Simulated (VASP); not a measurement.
# AgCl (Fm-3m) in VASP: notebook

Runs on AgCl. Level: r2SCAN. Tasks: relaxation of cell and atoms.

Program: VASP 6.6.1. These are calculated values, not measurements. Logs are shortened: lines on timing, memory, paths and dates and some standing lists are left out, and cuts for length are marked.

## 1. The cell of the first run

Symmetry: Fm-3m, No. 225, cubic system. Conventional cell: a = 5.545 Å, b = 5.545 Å, c = 5.545 Å, α = 90.00°, β = 90.00°, γ = 90.00°. Within 3.7 Å of Ag (site symmetry m-3m) lie 6 Cl at 2.77 Å. Cl (site symmetry m-3m) has 6 Ag at 2.77 Å within 3.7 Å.

## 2. Relaxation of cell and atoms, r2SCAN, target pressure 7 GPa, at which the enthalpy is minimised

POSCAR

```
AgCl
1.0
    2.7726427127      2.7726427127      0.0000000000
   -2.7726427127      2.7726427127      0.0000000000
    0.0000000000      2.7726427127      2.7726427127
Ag Cl
1 1
Direct
    0.0000000000      0.0000000000      0.0000000000
    0.5000000000      0.5000000000      0.0000000000
```

INCAR.step1

```
PREC     = Accurate       # precision mode
ENCUT    = 600            # plane-wave cutoff, eV
ISMEAR   = 0              # smearing method
SIGMA    = 0.01           # smearing width, eV
LREAL    = F              # projectors in reciprocal space
LASPH    = T              # aspherical terms in the spheres
NELM     = 100            # most SCF steps
GGA      = PE             # functional
ALGO     = Normal         # electronic algorithm
EDIFF    = 1E-4           # SCF threshold, eV
LWAVE    = T              # write WAVECAR
LCHARG   = F              # write CHGCAR
```

INCAR.step2

```
PREC     = Accurate       # precision mode
ENCUT    = 600            # plane-wave cutoff, eV
EDIFF    = 1E-7           # SCF threshold, eV
ISMEAR   = 0              # smearing method
SIGMA    = 0.01           # smearing width, eV
LREAL    = F              # projectors in reciprocal space
LASPH    = T              # aspherical terms in the spheres
NELM     = 100            # most SCF steps
ALGO     = Normal         # electronic algorithm
ISIF     = 3              # what is computed and relaxed
LWAVE    = F              # write WAVECAR
LCHARG   = F              # write CHGCAR
METAGGA  = R2SCAN         # meta-GGA
LMIXTAU  = T            
IBRION   = 2              # ionic algorithm
NSW      = 100            # ionic steps
EDIFFG   = -0.002         # ionic threshold
PSTRESS  = 70.0         
ISTART   = 1
```

KPOINTS

```
regular mesh
0
Gamma
  8 8 8
```

Potentials or basis: VASP PAW PBE potentials, release 64 (Ag, Cl).

Launch:

```sh
$ cat potpaw_PBE.64/Ag/POTCAR potpaw_PBE.64/Cl/POTCAR > POTCAR
$ cp INCAR.step1 INCAR
$ mpirun -np 1 vasp_std > vasp.out
$ cp INCAR.step2 INCAR
$ mpirun -np 1 vasp_std > vasp.out
```

OUTCAR:

```text
PREC = Accurate
   ENCUT = 600
   EDIFF = 1E-7
   ISMEAR = 0
   LREAL = F
   LASPH = T
   NELM = 100
   ISIF = 3
   METAGGA = R2SCAN
   IBRION = 2
   NSW = 100
   EDIFFG = -0.002
   PSTRESS = 70.0
   ISTART = 1

 ion  position               nearest neighbor table
   1  0.000  0.000  0.000-   2 2.77   2 2.77   2 2.77   2 2.77   2 2.77   2 2.77
   2  0.500  0.500  0.000-   1 2.77   1 2.77   1 2.77   1 2.77   1 2.77   1 2.77

  LATTYP: Found a face centered cubic cell.
 ALAT       =     5.5452854254

  Lattice vectors:

 A1 = (   0.0000000000,   2.7726427127,   2.7726427127)
 A2 = (   2.7726427127,   0.0000000000,   2.7726427127)
 A3 = (   2.7726427127,   2.7726427127,   0.0000000000)

Analysis of symmetry for initial positions (statically):
=====================================================================
 Subroutine PRICEL returns:
 Original cell was already a primitive cell.

 Routine SETGRP: Setting up the symmetry group for a
 face centered cubic supercell.

 Subroutine GETGRP returns: Found 48 space group operations
 (whereof 48 operations were pure point group operations)
 out of a pool of 48 trial point group operations.

The static configuration has the point symmetry O_h .

Analysis of symmetry for dynamics (positions and initial velocities):
=====================================================================
 Subroutine PRICEL returns:
 Original cell was already a primitive cell.

 Routine SETGRP: Setting up the symmetry group for a
 face centered cubic supercell.

 Subroutine GETGRP returns: Found 48 space group operations
 (whereof 48 operations were pure point group operations)
 out of a pool of 48 trial point group operations.

The dynamic configuration has the point symmetry O_h .

 Subroutine INISYM returns: Found 48 space group operations
 (whereof 48 operations are pure point group operations),
 and found     1 'primitive' translations

----------------------------------------------------------------------------------------

                                     Primitive cell

  volume of cell :      42.6296

  direct lattice vectors                    reciprocal lattice vectors
     2.772642713  2.772642713  0.000000000     0.180333368  0.180333368 -0.180333368
    -2.772642713  2.772642713  0.000000000    -0.180333368  0.180333368 -0.180333368
     0.000000000  2.772642713  2.772642713     0.000000000  0.000000000  0.360666737

  length of vectors
     3.921108928  3.921108928  3.921108928     0.312346557  0.312346557  0.360666737

  position of ions in fractional coordinates (direct lattice)
     0.000000000  0.000000000  0.000000000
     0.500000000  0.500000000  0.000000000

  ion indices of the primitive-cell ions
   primitive index   ion index
                 1           1
                 2           2

----------------------------------------------------------------------------------------

 KPOINTS: regular mesh

Automatic generation of k-mesh.
 Grid dimensions read from file:
 generate k-points for:    8    8    8

 Generating k-lattice:

  Cartesian coordinates                     Fractional coordinates (reciprocal lattice)
     0.022541671  0.022541671 -0.022541671     0.125000000  0.000000000  0.000000000
    -0.022541671  0.022541671 -0.022541671     0.000000000  0.125000000  0.000000000
     0.000000000  0.000000000  0.045083342     0.000000000  0.000000000  0.125000000

  Length of vectors
     0.039043320  0.039043320  0.045083342

  Shift w.r.t. Gamma in fractional coordinates (k-lattice)
     0.000000000  0.000000000  0.000000000

 Subroutine IBZKPT returns following result:
 ===========================================

 Found     29 irreducible k-points:

 Following reciprocal coordinates:
            Coordinates               Weight
  0.000000  0.000000  0.000000      1.000000
  0.125000  0.000000  0.000000      8.000000
  0.250000  0.000000  0.000000      8.000000
  0.375000  0.000000  0.000000      8.000000
  0.500000  0.000000  0.000000      4.000000
  0.125000  0.125000  0.000000     12.000000
[... 16 lines left out ...]
[... 38 lines left out ...]
   METAGGA = R2SCAN    functional components
   LHFCALC =     F    Hartree Fock is set to
   AEXX    =    0.0000 exact exchange contribution
   IVDW    =     0    specifies the selected vdW correction
   LEPSILON=     F    determine dielectric tensor
   LRPA    =     F    only Hartree local field effects (RPA)
 conjugate gradient relaxation of ions
 non-spin polarized calculation
 Gauss-broadening in eV      SIGMA  =   0.01
  energy-cutoff  :      600.00
  volume of cell :       42.63
 maximum number of plane-waves:      1436
   NGX = 15   NGY = 15   NGZ = 15

--------------------------------------- Ionic step        1  -------------------------------------------

 number of electron      18.0000002 magnetization

 Free energy of the ion-electron system (eV)
  ---------------------------------------------------
  ext. energy  EPLUGINS =         0.00000000
  ---------------------------------------------------
  free energy    TOTEN  =       -28.64395091 eV

  energy without entropy =      -28.64395091  energy(sigma->0) =      -28.64395091

 E-fermi :   3.5898     XC(G=0): -10.5108

 val. band max:        3.5433919997   @ k =   0.5000   0.0000   0.0000
 cond. band min:       4.9670221087   @ k =   0.0000   0.0000   0.0000
 fundamental gap:      1.4236301090
 Fermi energy:         3.5897695056

 k-point     1 :       0.0000    0.0000    0.0000
  band No.  band energies     occupation
      1     -12.2729      2.00000
      2       1.0963      2.00000
      3       1.0964      2.00000
      4       1.0964      2.00000
      5       1.1090      2.00000
      6       1.1090      2.00000
      7       1.1091      2.00000
      8       1.1602      2.00000
      9       1.1602      2.00000
     10       4.9670      0.00000
     11      14.8814      0.00000
     12      14.8814      0.00000
     13      14.8814      0.00000
[... 473 lines left out ...]
  FREE ENERGIE OF THE ION-ELECTRON SYSTEM (eV)
  ---------------------------------------------------
  free  energy   TOTEN  =       -28.5607111948 eV

  energy  without entropy=      -28.5607111948  energy(sigma->0) =      -28.56071119

  enthalpy is  TOTEN    =       -26.8847306423 eV   P V=        1.6759805525

[... ionic steps 4 to 12 ...]

--------------------------------------- Ionic step       13  -------------------------------------------

 number of electron      18.0000002 magnetization

------------------------ aborting loop because EDIFF is reached ----------------------------------------

  FORCE on cell =-STRESS in cart. coord.  units (eV):
  Direction    XX          YY          ZZ          XY          YZ          ZX
  --------------------------------------------------------------------------------------
  -------------------------------------------------------------------------------------
  Total        1.6524756      1.6524756      1.6524756      0.0000000     -0.0000000     -0.0000000
  in kB       68.9159091     68.9159091     68.9159091      0.0000000     -0.0000000     -0.0000000
  external PRESSURE =      -1.0840909 kB  Pullay stress =      70.0000000 kB
[... 61 lines left out ...]
  enthalpy is  TOTEN    =       -26.8847225471 eV   P V=        1.6777376635

--------------------------------------- Ionic step       15  -------------------------------------------

 number of electron      18.0000002 magnetization

 Free energy of the ion-electron system (eV)
  ---------------------------------------------------
  ext. energy  EPLUGINS =         0.00000000
  ---------------------------------------------------
  free energy    TOTEN  =       -28.56100420 eV

  energy without entropy =      -28.56100420  energy(sigma->0) =      -28.56100420

 E-fermi :   5.0228     XC(G=0): -11.1079

 val. band max:        4.9788843221   @ k =   0.5000   0.0000   0.0000
 cond. band min:       6.4266108562   @ k =   0.0000   0.0000   0.0000
 fundamental gap:      1.4477265342
 Fermi energy:         5.0227928353

 k-point     1 :       0.0000    0.0000    0.0000
  band No.  band energies     occupation
      1     -11.6186      2.00000
      2       2.0558      2.00000
      3       2.0558      2.00000
      4       2.0558      2.00000
      5       2.0568      2.00000
      6       2.0568      2.00000
      7       2.0568      2.00000
      8       2.1113      2.00000
      9       2.1113      2.00000
     10       6.4266      0.00000
     11      16.2706      0.00000
     12      16.2706      0.00000
     13      16.2706      0.00000
[... 397 lines left out ...]
  FREE ENERGIE OF THE ION-ELECTRON SYSTEM (eV)
  ---------------------------------------------------
  free  energy   TOTEN  =       -28.5610041959 eV

  energy  without entropy=      -28.5610041959  energy(sigma->0) =      -28.56100420

  enthalpy is  TOTEN    =       -26.8847308285 eV   P V=        1.6762733674

 reached required accuracy - stopping structural energy minimisation
```

It took 9.9 min on 1 thread of AMD EPYC 7R13, shared host; peak memory 0.21 GiB.

What came out:

| Property | Result |
| --- | --- |
| Free energy | -28.5610 eV |
| Relaxed volume | 19.18 Å³/atom |
| Relaxed cell | a = 3.786 Å, b = 3.786 Å, c = 3.786 Å, α = 60.00°, β = 60.00°, γ = 90.00° |
| Space group after relaxing (to 0.1 Å) | Fm-3m (No. 225) |
| Energy change on relaxing (the run minimises the enthalpy) | +41.5 meV/atom |
| Ionic steps | 15 |
| Pressure after relaxing | 7.0 GPa |
| Band gap on the k mesh | 1.45 eV (least direct gap 4.12 eV) |

The path:
| step | energy change (eV) | largest force (eV/Å) | pressure (GPa) | volume (Å³) |
| --- | --- | --- | --- | --- |
| 1 | 0.0000 | 0.0000 | -0.04 | 42.63 |
| 2 | 0.1494 | 0.0000 | 10.05 | 37.11 |
| 3 | 0.0832 | 0.0000 | 7.02 | 38.36 |
| 4 | 0.0797 | 0.0000 | 6.83 | 38.44 |
| 5 | 0.0798 | 0.0000 | 6.84 | 38.44 |
| 6 | 0.0801 | 0.0000 | 6.86 | 38.43 |
| 7 | 0.0801 | 0.0000 | 6.85 | 38.43 |
| 8 | 0.0801 | 0.0000 | 6.85 | 38.43 |
| 9 | 0.0801 | 0.0000 | 6.85 | 38.43 |
| 10 | 0.0801 | 0.0000 | 6.86 | 38.43 |
| 11 | 0.0802 | 0.0000 | 6.86 | 38.43 |
| 12 | 0.0804 | 0.0000 | 6.87 | 38.43 |
| 13 | 0.0808 | 0.0000 | 6.89 | 38.42 |
| 14 | 0.0815 | 0.0000 | 6.93 | 38.40 |
| 15 | 0.0829 | 0.0000 | 7.00 | 38.37 |

Final structure:
```yaml
crystal:
  lattice:
    - [2.67696, 2.67696, 0.00000]
    - [-2.67696, 2.67696, 0.00000]
    - [0.00000, 2.67696, 2.67696]
  atoms:
    - { symbol: Ag, position: [0.00000, 0.00000, 0.00000] }
    - { symbol: Cl, position: [0.50000, 0.50000, 0.00000] }
```

Levels at points of the mesh, in eV from the valence-band top:
```csv
k point,band 6,band 7,band 8,band 9,band 10,band 11,band 12,band 13
"(0.00, 0.00, 0.00)",-2.92,-2.92,-2.87,-2.87,1.45,11.29,11.29,11.29
"(0.50, 0.00, 0.00)",-2.45,-2.07,0.00,0.00,4.41,7.81,8.04,8.04
"(0.50, 0.50, 0.00)",-2.63,-2.30,-2.30,-2.10,2.73,8.21,9.65,12.95
```

Caveat: the cell is relaxed towards a set pressure, so the run minimises the enthalpy, not the energy; the PAW data sets were made with another functional, which shifts forces and pressure a little. A k mesh can miss the band edges.

## 3. Relaxation of cell and atoms, r2SCAN, target pressure 10 GPa, at which the enthalpy is minimised

POSCAR is that of step 2.

INCAR.step1

```
ALGO = Normal ; EDIFF = 1E-4
ENCUT = 600 ; GGA = PE
ISMEAR = 0 ; LASPH = T
LCHARG = F ; LREAL = F
LWAVE = T ; NELM = 80
PREC = Accurate ; SIGMA = 0.01
```

INCAR.step2

```
ALGO = Normal ; EDIFF = 1E-7
EDIFFG = -0.002 ; ENCUT = 600
IBRION = 2 ; ISIF = 3
ISMEAR = 0 ; ISTART = 1
LASPH = T ; LCHARG = F
LMIXTAU = T ; LREAL = F
LWAVE = F ; METAGGA = R2SCAN
NELM = 80 ; NSW = 100
PREC = Accurate ; PSTRESS = 100.0
SIGMA = 0.01
```

KPOINTS

```
k-points
0
Gamma
  8 8 8
```

Potentials or basis: VASP PAW PBE potentials, release 64 (Ag, Cl).

Launch:

```sh
$ cat potpaw_PBE.64/Ag/POTCAR potpaw_PBE.64/Cl/POTCAR > POTCAR
$ cp INCAR.step1 INCAR
$ mpirun -np 1 vasp_std > vasp.out
$ cp INCAR.step2 INCAR
$ mpirun -np 1 vasp_std > vasp.out
```

Run time: 6.5 min. Hardware: 1 thread of AMD EPYC 7R13, shared host; peak memory 0.21 GiB.

The run converged. Its results:

* Free energy: -28.4956 eV
* Relaxed volume: 18.56 Å³/atom
* Relaxed cell: a = 3.745 Å, b = 3.745 Å, c = 3.745 Å, α = 60.00°, β = 60.00°, γ = 90.00°
* Space group after relaxing (to 0.1 Å): Fm-3m (No. 225)
* Energy change on relaxing (the run minimises the enthalpy): +74.2 meV/atom
* Ionic steps: 6
* Pressure after relaxing: 10.0 GPa
* Band gap on the k mesh: 1.47 eV (least direct gap 4.28 eV)

Step by step:
| step | energy change (eV) | largest force (eV/Å) | pressure (GPa) | volume (Å³) |
| --- | --- | --- | --- | --- |
| 1 | 0.0000 | 0.0000 | -0.04 | 42.63 |
| 2 | 0.3322 | 0.0000 | 16.97 | 34.91 |
| 3 | 0.1476 | 0.0000 | 9.98 | 37.14 |
| 4 | 0.1542 | 0.0000 | 10.25 | 37.03 |
| 5 | 0.1449 | 0.0000 | 9.86 | 37.18 |
| 6 | 0.1483 | 0.0000 | 10.00 | 37.13 |

Final structure:
```yaml
crystal:
  lattice:
    - [2.64783, 2.64783, 0.00000]
    - [-2.64783, 2.64783, 0.00000]
    - [0.00000, 2.64783, 2.64783]
  atoms:
    - { symbol: Ag, position: [0.00000, 0.00000, 0.00000] }
    - { symbol: Cl, position: [0.50000, 0.50000, 0.00000] }
```

Levels at points of the mesh, in eV from the valence-band top:
| k point | band 5 | band 6 | band 7 | band 8 | band 9 | band 10 | band 11 | band 12 | band 13 |
| --- | --- | --- | --- | --- | --- | --- | --- | --- | --- |
| (0.00, 0.00, 0.00) | -3.08 | -3.08 | -3.08 | -3.04 | -3.04 | 1.47 | 11.27 | 11.27 | 11.27 |
| (0.50, 0.00, 0.00) | -2.59 | -2.59 | -2.18 | 0.00 | 0.00 | 4.30 | 7.96 | 7.96 | 8.03 |
| (0.50, 0.50, 0.00) | -3.56 | -2.79 | -2.43 | -2.43 | -2.19 | 2.66 | 8.17 | 9.78 | 13.14 |

Caveat: the cell is relaxed towards a set pressure, so the run minimises the enthalpy, not the energy; the PAW data sets were made with another functional, which shifts forces and pressure a little. A k mesh can miss the band edges.

## 4. Relaxation of cell and atoms, r2SCAN, target pressure 15 GPa, at which the enthalpy is minimised

POSCAR is that of step 3.

INCAR.step1

```
PREC     = Accurate       # precision mode
ENCUT    = 600            # plane-wave cutoff, eV
ISMEAR   = 0              # smearing method
SIGMA    = 0.01           # smearing width, eV
LREAL    = F              # projectors in reciprocal space
LASPH    = T              # aspherical terms in the spheres
NELM     = 60             # most SCF steps
GGA      = PE             # functional
ALGO     = Normal         # electronic algorithm
EDIFF    = 1E-4           # SCF threshold, eV
LWAVE    = T              # write WAVECAR
LCHARG   = F              # write CHGCAR
```

INCAR.step2

```
PREC     = Accurate       # precision mode
ENCUT    = 600            # plane-wave cutoff, eV
EDIFF    = 1E-6           # SCF threshold, eV
ISMEAR   = 0              # smearing method
SIGMA    = 0.01           # smearing width, eV
LREAL    = F              # projectors in reciprocal space
LASPH    = T              # aspherical terms in the spheres
NELM     = 60             # most SCF steps
ALGO     = Normal         # electronic algorithm
ISIF     = 3              # what is computed and relaxed
LWAVE    = F              # write WAVECAR
LCHARG   = F              # write CHGCAR
METAGGA  = R2SCAN         # meta-GGA
LMIXTAU  = T            
IBRION   = 2              # ionic algorithm
NSW      = 100            # ionic steps
EDIFFG   = -0.002         # ionic threshold
PSTRESS  = 150.0        
ISTART   = 1
```

KPOINTS

```
regular mesh
0
Gamma
  8 8 8
```

Launch:

```sh
$ cat potpaw_PBE.64/Ag/POTCAR potpaw_PBE.64/Cl/POTCAR > POTCAR
$ cp INCAR.step1 INCAR
$ mpirun -np 1 vasp_std > vasp.out
$ cp INCAR.step2 INCAR
$ mpirun -np 1 vasp_std > vasp.out
```

Run time: 6.2 min. Hardware: 1 thread of AMD EPYC 7R13, shared host; peak memory 0.22 GiB.

It converged, with:

| Quantity | Value |
| --- | --- |
| Free energy | -28.3672 eV |
| Relaxed volume | 17.73 Å³/atom |
| Relaxed cell | a = 3.688 Å, b = 3.688 Å, c = 3.688 Å, α = 60.00°, β = 60.00°, γ = 90.00° |
| Space group after relaxing (to 0.1 Å) | Fm-3m (No. 225) |
| Energy change on relaxing (the run minimises the enthalpy) | +138.4 meV/atom |
| Ionic steps | 6 |
| Pressure after relaxing | 15.0 GPa |
| Band gap on the k mesh | 1.51 eV (least direct gap 4.15 eV) |

The path:
```tsv
step	energy change (eV)	largest force (eV/Å)	pressure (GPa)	volume (Å³)
1	0.0000	0.0000	-0.04	42.63
2	0.8660	0.0000	33.80	31.44
3	0.2684	0.0000	14.70	35.56
4	0.2807	0.0000	15.13	35.43
5	0.2742	0.0000	14.91	35.50
6	0.2768	0.0000	15.00	35.47
```

Final structure:
```cif
data_structure
_symmetry_space_group_name_H-M 'P 1'
_symmetry_Int_Tables_number 1
_cell_length_a 3.6879
_cell_length_b 3.6879
_cell_length_c 3.6879
_cell_angle_alpha 60.000
_cell_angle_beta 60.000
_cell_angle_gamma 90.000
_cell_volume 35.47
loop_
_atom_site_label
_atom_site_type_symbol
_atom_site_fract_x
_atom_site_fract_y
_atom_site_fract_z
_atom_site_occupancy
Ag1 Ag 0.00000 0.00000 0.00000 1
Cl1 Cl 0.50000 0.50000 0.00000 1
```

Levels at points of the mesh, in eV from the valence-band top:
```
           k point  band 5  band 6  band 7  band 8  band 9  band 10  band 11  band 12  band 13
(0.00, 0.00, 0.00)   -3.31   -3.31   -3.30   -3.30   -3.30     1.51    11.25    11.25    11.25
(0.50, 0.00, 0.00)   -2.79   -2.79   -2.35    0.00    0.00     4.15     7.83     7.83     8.35
(0.50, 0.50, 0.00)   -3.88   -3.02   -2.62   -2.62   -2.32     2.55     8.10     9.97    13.42
```

Caveat: the cell is relaxed towards a set pressure, so the run minimises the enthalpy, not the energy; the volume moved by over 15 % at a fixed basis, so the end points are rough; the PAW data sets were made with another functional, which shifts forces and pressure a little.

## 5. The runs side by side

| cell | gap on the mesh (eV) | pressure (GPa) |
| --- | --- | --- |
| relaxed to 7 GPa | 1.45 | 7.0 |
| relaxed to 10 GPa | 1.47 | 10.0 |
| relaxed to 15 GPa | 1.51 | 15.0 |

Alike in all rows: task relaxation of cell and atoms; level r2SCAN; potentials or basis VASP PAW PBE potentials, release 64 (Ag, Cl); no spin polarisation; k mesh 8 × 8 × 8; cutoff (eV) 600; smearing gaussian 0.01 eV.

Caveats: the cell is relaxed towards a set pressure, so the run minimises the enthalpy, not the energy; the PAW data sets were made with another functional, which shifts forces and pressure a little; the volume moved by over 15 % at a fixed basis, so the end points are rough (at least some runs).

Total energies depend on the potentials used, so only differences within one code and one set of settings carry meaning.
